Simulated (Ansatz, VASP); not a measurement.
Ge: VASP beside Ansatz

File INCAR:

```
SYSTEM = Ge
PREC = Accurate ; ENCUT = 600
EDIFF = 1E-7 ; ISMEAR = 0
SIGMA = 0.1 ; LREAL = .FALSE.
LASPH = .TRUE. ; NELM = 80
ALGO = Normal ; ISIF = 3
LWAVE = .FALSE. ; LCHARG = .FALSE.
GGA = PE ; IBRION = 2
NSW = 90 ; EDIFFG = -0.04
```

The input KPOINTS:

```
regular mesh
0
G
  6 6 6
  0 0 0
```

The input POSCAR:

```
Ge
1.0
    0.0000000000      3.6044587500      3.8930590300
    1.7303109700      0.0000000000      3.8930590300
    1.7303109700      3.6044587500      0.0000000000
Ge
2
Direct
    0.2500000000      0.2500000000      0.2500000000
    0.0000000000      0.0000000000      0.0000000000
```

Input for Ansatz:

```yaml
crystal:
  lattice:
    - [0.0, 3.60445875, 3.89305903]
    - [1.73031097, 0.0, 3.89305903]
    - [1.73031097, 3.60445875, 0.0]
  atoms:
    - { symbol: Ge, position: [0.25, 0.25, 0.25] }
    - { symbol: Ge, position: [0.0, 0.0, 0.0] }
basis:
  ecutwfc: 420
kpoints:
  mp_grid: { grid: [6, 6, 6] }
hamiltonian:
  xc: pbe
scf:
  occupations: { method: gaussian, width: 0.1 }
  lower_state_search: "off"
output:
  forces: true
  stress: true
  eigenvalues: true
relax:
  adjacent_minimum: "off"
  f_tol: 0.04
  max_steps: 70
  cell: { stress_tol: 0.4 }
```

Alike in both runs: task relaxation of cell and atoms; functional PBE; k mesh 6 × 6 × 6; occupations gaussian, width 0.1 eV; no spin polarisation.

|  | VASP | Ansatz |
| --- | --- | --- |
| version | VASP 6.6.1 | Ansatz 0.2.0 |
| potentials or method | VASP PAW PBE potentials, release 64 (Ge_d), cutoff 600 eV | scalar-relativistic, plane waves, PAW |
| valence electrons in the cell | 28 | 28 |

Ansatz gave:

```
gap on the k mesh at the Fermi level, each at its own relaxed structure (eV) : none
relaxed volume (Å³/atom)                                                     : 19.24
relaxed length of the cell vector where the two differ most in proportion (Å)              : 3.957
```

Task: What did VASP give for the same quantities?

Result: gap on the k mesh at the Fermi level, each at its own relaxed structure (eV): none; relaxed volume (Å³/atom): 19.26; relaxed length of the cell vector where the two differ most in proportion (Å): 3.966.

A gap of «none» marks a metal or a gap that the smearing closes.

The k mesh is coarse, so the values compare programs but aren't converged. Noted on VASP's run: the volume moved by over 15 % at a fixed basis, so the end points are rough.
